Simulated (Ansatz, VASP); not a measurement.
## Two plane-wave programs on Ga2P

```
Ga P
1.0
     3.71500    0.00000    0.00000
     0.00000    3.71500    0.00000
     0.00000    0.00000    7.86841
Ga P
4 2
Direct
  0.50000 0.50000 0.00000
  0.00000 0.00000 0.00000
  0.50000 0.00000 0.36230
  0.00000 0.50000 0.63770
  0.50000 0.00000 0.68278
  0.00000 0.50000 0.31722
```

Change from the starting cell: species swapped into the Mn2Sb type (P4/nmm, No. 129).

Alike in both runs: functional PBE; k mesh 10 × 10 × 6; occupations gaussian, width 0.1 eV; no spin polarisation.

Ansatz relaxed the structure, and its values are those at the end. VASP's run is a single point on that final structure, the one shown.

```csv
,VASP,Ansatz
version,VASP 6.6.1,Ansatz 0.2.0
potentials or method,"VASP PAW PBE potentials, release 64 (Ga_d, P), cutoff 520 eV","scalar-relativistic, plane waves, PAW"
valence electrons in the cell,62,62
```

```tsv
	VASP	Ansatz	Ansatz less VASP
gap on the k mesh at the Fermi level (eV)	none	none	-
pressure (GPa)	0.1	0.0	-0.07
```

A gap of «none» marks a metal or a gap that the smearing closes. With one functional, cell and mesh, what is left measures potentials, basis and numerics.
